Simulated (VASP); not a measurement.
# As in VASP: settings compared

The runs below take As through single point, with LDA, PBE, r2SCAN, PBEsol.

Everything below comes from runs of VASP 6.6.1. Logs are shortened: lines on timing, memory, paths and dates and some standing lists are left out, and cuts for length are marked.

### Step 1. The cell of the first run

The structure is cubic, space group Pm-3m (No. 221). Conventional cell: a = 2.739 Å, b = 2.739 Å, c = 2.739 Å, α = 90.00°, β = 90.00°, γ = 90.00°. As (site symmetry m-3m) has 6 As at 2.74 Å within 3.6 Å.

### Step 2. Single point, LDA

INCAR reads:

```
SYSTEM = As
ALGO     = Normal         ! electronic algorithm
EDIFF    = 1E-6           ! SCF threshold, eV
ENCUT    = 600            ! plane-wave cutoff, eV
GGA      = CA             ! functional
GGA_COMPAT= .False.      
ISIF     = 2              ! what is computed and relaxed
ISMEAR   = -1             ! smearing method
LASPH    = .True.         ! aspherical terms in the spheres
LCHARG   = .False.        ! write CHGCAR
LREAL    = .False.        ! projectors in reciprocal space
LWAVE    = .False.        ! write WAVECAR
NBANDS   = 14             ! bands
NELM     = 120            ! most SCF steps
PREC     = Accurate       ! precision mode
SIGMA    = 0.05           ! smearing width, eV
```

KPOINTS reads:

```
k-points
0
Gamma
  10 10 10
  0 0 0
```

POSCAR reads:

```
As
1.0
    2.7392605843      0.0000000000      0.0000000000
    0.0000000000      2.7392605843      0.0000000000
    0.0000000000      0.0000000000      2.7392605843
As
1
Direct
    0.5000000000      0.5000000000      0.5000000000
```

Potentials or basis: VASP PAW LDA potentials, release 64 (As_d).

The run is started by

```bash
$ cat potpaw_LDA.64/As_d/POTCAR > POTCAR
$ mpirun -np 1 vasp_std > vasp.out
```

OUTCAR:

```text
SYSTEM = As
   EDIFF = 1E-6
   ENCUT = 600
   GGA = CA
   ISIF = 2
   ISMEAR = -1
   LASPH = .True.
   LREAL = .False.
   NELM = 120
   PREC = Accurate

 ion  position               nearest neighbor table
   1  0.500  0.500  0.500-

  LATTYP: Found a simple cubic cell.
 ALAT       =     2.7392605843

  Lattice vectors:

 A1 = (   2.7392605843,   0.0000000000,   0.0000000000)
 A2 = (   0.0000000000,   2.7392605843,   0.0000000000)
 A3 = (   0.0000000000,   0.0000000000,   2.7392605843)

Analysis of symmetry for initial positions (statically):
=====================================================================
 Subroutine PRICEL returns:
 Original cell was already a primitive cell.

 Routine SETGRP: Setting up the symmetry group for a
 simple cubic supercell.

 Subroutine GETGRP returns: Found 48 space group operations
[... 9 lines left out ...]

 Routine SETGRP: Setting up the symmetry group for a
 simple cubic supercell.

 Subroutine GETGRP returns: Found 48 space group operations
[... 11 lines left out ...]
                                     Primitive cell

  volume of cell :      20.5542

  direct lattice vectors                    reciprocal lattice vectors
     2.739260584  0.000000000  0.000000000     0.365062019  0.000000000  0.000000000
     0.000000000  2.739260584  0.000000000     0.000000000  0.365062019  0.000000000
     0.000000000  0.000000000  2.739260584     0.000000000  0.000000000  0.365062019

  length of vectors
     2.739260584  2.739260584  2.739260584     0.365062019  0.365062019  0.365062019

  position of ions in fractional coordinates (direct lattice)
     0.500000000  0.500000000  0.500000000

  ion indices of the primitive-cell ions
   primitive index   ion index
                 1           1

----------------------------------------------------------------------------------------

 KPOINTS: k-points

Automatic generation of k-mesh.
 Grid dimensions read from file:
 generate k-points for:   10   10   10

 Generating k-lattice:

  Cartesian coordinates                     Fractional coordinates (reciprocal lattice)
     0.036506202  0.000000000  0.000000000     0.100000000  0.000000000  0.000000000
     0.000000000  0.036506202  0.000000000     0.000000000  0.100000000  0.000000000
     0.000000000  0.000000000  0.036506202     0.000000000  0.000000000  0.100000000

  Length of vectors
     0.036506202  0.036506202  0.036506202

  Shift w.r.t. Gamma in fractional coordinates (k-lattice)
     0.000000000  0.000000000  0.000000000

 Subroutine IBZKPT returns following result:
 ===========================================

 Found     56 irreducible k-points:

 Following reciprocal coordinates:
            Coordinates               Weight
  0.000000  0.000000  0.000000      1.000000
  0.100000  0.000000  0.000000      6.000000
  0.200000  0.000000  0.000000      6.000000
  0.300000  0.000000  0.000000      6.000000
  0.400000  0.000000  0.000000      6.000000
  0.500000  0.000000  0.000000      3.000000
[... 16 lines left out ...]
  0.200000  0.100000  0.100000     24.000000
  0.300000  0.100000  0.100000     24.000000
 [... further k-points ...]
   k-points           NKPTS =     56   k-points in BZ     NKDIM =     56   number of bands    NBANDS=     14
   number of dos      NEDOS =    301   number of ions     NIONS =      1
   total plane-waves  NPLWV =  13824
   dimension x,y,z NGX =    24 NGY =   24 NGZ =   24
   dimension x,y,z NGXF=    48 NGYF=   48 NGZF=   48
   ions per type =               1
   NGX,Y,Z   is equivalent  to a cutoff of  14.57, 14.57, 14.57 a.u.
   NGXF,Y,Z  is equivalent  to a cutoff of  29.13, 29.13, 29.13 a.u.
 SYSTEM =  As
   PREC   = accura    normal or accurate (medium, high low for compatibility)
   ISTART =      0    job   : 0-new  1-cont  2-samecut
   ICHARG =      2    charge: 1-file 2-atom 10-const
   ISPIN  =      1    spin polarized calculation?
   LNONCOLLINEAR =      F non collinear calculations
   LSORBIT =      F    spin-orbit coupling
   LASPH  =      T    aspherical Exc in radial PAW
   ENCUT  =  600.0 eV  44.10 Ry    6.64 a.u.   5.47  5.47  5.47*2*pi/ulx,y,z
   NELM   =    120;   NELMIN=  2; NELMDL= -5     # of ELM steps
   EDIFF  = 0.1E-05   stopping-criterion for ELM
   LREAL  =      F    real-space projection
   EDIFFG = 0.1E-04   stopping-criterion for IOM
   NSW    =      0    number of steps for IOM
   IBRION =     -1    ionic relax: 0-MD 1-quasi-New 2-CG
   NFREE  =      0    steps in history (QN), initial steepest desc. (CG)
   ISIF   =      2    stress and relaxation
   ISYM   =      2    0-nonsym 1-usesym 2-fastsym
   POTIM  = 0.5000    time-step for ionic-motion
   TEBEG  =    0.0;   TEEND  =   0.0 temperature during run
   PSTRESS=    0.0 pullay stress
   NELECT =      15.0000    total number of electrons
   NUPDOWN=      -1.0000    fix difference up-down
   EMIN   =  10.00;   EMAX   =-10.00  energy-range for DOS
[... 5 lines left out ...]
     AMIX     =   0.40;   BMIX     =  1.00
     AMIX_MAG =   1.60;   BMIX_MAG =  1.00
  volume/ion in A,a.u.               =      20.55       138.71
  Fermi-wavevector in a.u.,A,eV,Ry     =   1.473913  2.785292 29.557569  2.172420
  Thomas-Fermi vector in A             =   2.588748
   LORBIT       =      0    0 simple, 1 ext, 2 COOP (PROOUT), +10 PAW based schemes
   GGA     = CA    functional components
   LHFCALC =     F    Hartree Fock is set to
   AEXX    =    0.0000 exact exchange contribution
   IVDW    =     0    specifies the selected vdW correction
   LEPSILON=     F    determine dielectric tensor
   LRPA    =     F    only Hartree local field effects (RPA)
 non-spin polarized calculation
  energy-cutoff  :      600.00
  volume of cell :       20.55
 maximum number of plane-waves:       711
 NGX is ok and might be reduce to    24
   NGX = 11   NGY = 11   NGZ = 11

 number of electron      15.0000001 magnetization

 Free energy of the ion-electron system (eV)
  ---------------------------------------------------
  ext. energy  EPLUGINS =         0.00000000
  ---------------------------------------------------
  free energy    TOTEN  =        -5.30426236 eV

  energy without entropy =       -5.30194671  energy(sigma->0) =       -5.30310453

 E-fermi :   3.6323     XC(G=0): -11.2923

 val. band max:        3.5899361520   @ k =   0.5000   0.3000   0.3000
 cond. band min:       3.6654271199   @ k =   0.2000   0.2000   0.0000
 fundamental gap:      0.0754909679
 Fermi energy:         3.6322893302

 k-point     1 :       0.0000    0.0000    0.0000
  band No.  band energies     occupation
      1     -32.3560      2.00000
      2     -32.3560      2.00000
      3     -32.2645      2.00000
      4     -32.2645      2.00000
      5     -32.2645      2.00000
      6     -10.9255      2.00000
      7       7.6624      0.00000
      8       7.6624      0.00000
      9       7.6624      0.00000
     10      12.3656      0.00000
     11      12.3656      0.00000
     12      13.7863      0.00000
     13      30.0022      0.00000
     14      30.0103      0.00000

 k-point     2 :       0.1000    0.0000    0.0000
  band No.  band energies     occupation
      1     -32.3557      2.00000
      2     -32.3484      2.00000
      3     -32.2667      2.00000
      4     -32.2667      2.00000
      5     -32.2643      2.00000
      6     -10.7491      2.00000
      7       5.7431      0.00000
      8       7.8151      0.00000
      9       7.8151      0.00000
     10      12.5307      0.00000
     11      13.3513      0.00000
     12      15.2263      0.00000
     13      26.6853      0.00000
     14      26.6853      0.00000

 k-point     3 :       0.2000    0.0000    0.0000
  band No.  band energies     occupation
      1     -32.3548      2.00000
      2     -32.3282      2.00000
      3     -32.2725      2.00000
      4     -32.2725      2.00000
      5     -32.2639      2.00000
      6     -10.2304      2.00000
      7       2.7970      2.00000
      8       8.2498      0.00000
      9       8.2498      0.00000
     10      13.0149      0.00000
     11      14.0261      0.00000
     12      18.8682      0.00000
     13      23.5937      0.00000
     14      23.5937      0.00000

 k-point     4 :       0.3000    0.0000    0.0000
  band No.  band energies     occupation
      1     -32.3537      2.00000
      2     -32.3033      2.00000
      3     -32.2796      2.00000
      4     -32.2796      2.00000
      5     -32.2633      2.00000
      6      -9.4171      2.00000
      7       0.1027      2.00000
      8       8.8806      0.00000
      9       8.8806      0.00000
     10      13.7702      0.00000
     11      14.9405      0.00000
     12      21.0514      0.00000
     13      21.0514      0.00000
     14      21.0713      0.00000

 k-point     5 :       0.4000    0.0000    0.0000
  band No.  band energies     occupation
      1     -32.3528      2.00000
      2     -32.2854      2.00000
      3     -32.2854      2.00000
      4     -32.2830      2.00000
      5     -32.2628      2.00000
      6      -8.4765      2.00000
      7      -1.9971      2.00000
      8       9.5087      0.00000
      9       9.5087      0.00000
     10      14.6339      0.00000
     11      16.1852      0.00000
     12      19.2750      0.00000
     13      19.2750      0.00000
     14      19.6551      0.00000

 k-point     6 :       0.5000    0.0000    0.0000
  band No.  band energies     occupation
      1     -32.3525      2.00000
      2     -32.2876      2.00000
      3     -32.2876      2.00000
      4     -32.2753      2.00000
      5     -32.2626      2.00000
      6      -7.9629      2.00000
      7      -2.9011      2.00000
      8       9.7921      0.00000
      9       9.7921      0.00000
     10      15.0971      0.00000
     11      17.5057      0.00000
     12      18.0879      0.00000
     13      18.6088      0.00000
     14      18.6088      0.00000

 k-point     7 :       0.1000    0.1000    0.0000
  band No.  band energies     occupation
      1     -32.3517      2.00000
      2     -32.3443      2.00000
      3     -32.2690      2.00000
      4     -32.2666      2.00000
      5     -32.2665      2.00000
      6     -10.5727      2.00000
      7       5.7755      0.00000
      8       6.0397      0.00000
      9       7.9676      0.00000
     10      13.0839      0.00000
     11      14.9702      0.00000
     12      15.5844      0.00000
     13      24.0764      0.00000
     14      26.4589      0.00000
[... 205 lines left out ...]
 k-point    20 :       0.5000    0.4000    0.0000
  band No.  band energies     occupation
      1     -32.3148      2.00000
      2     -32.3137      2.00000
      3     -32.2854      2.00000
      4     -32.2831      2.00000
      5     -32.2355      2.00000
      6      -5.4648      2.00000
      7      -0.7281      2.00000
      8       0.5921      2.00000
      9       7.1533      0.00000
     10      11.5238      0.00000
     11      19.2727      0.00000
     12      20.9989      0.00000
     13      21.3961      0.00000
     14      22.1546      0.00000

 k-point    21 :       0.5000    0.5000    0.0000
  band No.  band energies     occupation
      1     -32.3165      2.00000
      2     -32.3127      2.00000
      3     -32.2852      2.00000
      4     -32.2852      2.00000
      5     -32.2294      2.00000
      6      -4.9116      2.00000
      7      -0.3452      2.00000
      8      -0.3452      2.00000
      9       6.3871      0.00000
     10      11.7779      0.00000
     11      20.2145      0.00000
     12      21.5177      0.00000
     13      21.5177      0.00000
     14      21.9432      0.00000

 k-point    22 :       0.1000    0.1000    0.1000
  band No.  band energies     occupation
      1     -32.3440      2.00000
      2     -32.3440      2.00000
      3     -32.2689      2.00000
      4     -32.2687      2.00000
      5     -32.2687      2.00000
      6     -10.3963      2.00000
      7       5.9321      0.00000
      8       5.9321      0.00000
      9       6.3538      0.00000
     10      15.1287      0.00000
     11      15.1287      0.00000
     12      15.8470      0.00000
     13      24.1833      0.00000
     14      24.1834      0.00000

 k-point    23 :       0.2000    0.1000    0.1000
  band No.  band energies     occupation
      1     -32.3431      2.00000
      2     -32.3237      2.00000
      3     -32.2748      2.00000
      4     -32.2746      2.00000
      5     -32.2683      2.00000
      6      -9.8779      2.00000
      7       3.1190      1.99993
      8       6.3808      0.00000
      9       6.7133      0.00000
     10      15.5863      0.00000
     11      15.9307      0.00000
     12      18.7178      0.00000
     13      21.0690      0.00000
     14      22.1412      0.00000

 k-point    24 :       0.3000    0.1000    0.1000
  band No.  band energies     occupation
      1     -32.3421      2.00000
      2     -32.2986      2.00000
      3     -32.2821      2.00000
      4     -32.2819      2.00000
      5     -32.2677      2.00000
      6      -9.0647      2.00000
      7       0.4353      2.00000
      8       7.0418      0.00000
      9       7.4290      0.00000
     10      15.9352      0.00000
     11      16.2590      0.00000
     12      18.5288      0.00000
     13      19.0555      0.00000
     14      24.0194      0.00000

 [... further k-points ...]
[... 5 lines left out ...]
  --------------------------------------------------------------------------------------
  -------------------------------------------------------------------------------------
  Total       -0.7438874     -0.7438874     -0.7438874     -0.0000000     -0.0000000      0.0000000
  in kB      -57.9852774    -57.9852774    -57.9852774     -0.0000000     -0.0000000      0.0000000
  external PRESSURE =     -57.9852774 kB  Pullay stress =       0.0000000 kB

 VOLUME and BASIS-vectors are now :
 -----------------------------------------------------------------------------
  energy-cutoff  :      600.00
  volume of cell :       20.55
      direct lattice vectors                 reciprocal lattice vectors
     2.739260584  0.000000000  0.000000000     0.365062019  0.000000000  0.000000000
     0.000000000  2.739260584  0.000000000     0.000000000  0.365062019  0.000000000
     0.000000000  0.000000000  2.739260584     0.000000000  0.000000000  0.365062019

 POSITION                                       TOTAL-FORCE (eV/Angst)
 -----------------------------------------------------------------------------------
      1.36963      1.36963      1.36963         0.000000      0.000000      0.000000
 -----------------------------------------------------------------------------------
    total drift:                                0.000000     -0.000000     -0.000000

  FREE ENERGIE OF THE ION-ELECTRON SYSTEM (eV)
  ---------------------------------------------------
  free  energy   TOTEN  =        -5.3042623612 eV

  energy  without entropy=       -5.3019467051  energy(sigma->0) =       -5.30310453
```

Run time: 7 s. Hardware: 1 thread of Intel Xeon Platinum 8259CL at 2.50GHz (Skylake/Cascade Lake), shared host; peak memory 0.13 GiB.

What came out:

* Free energy: -5.3043 eV
* Pressure: -5.8 GPa

(Continued in part 2 of 4.)
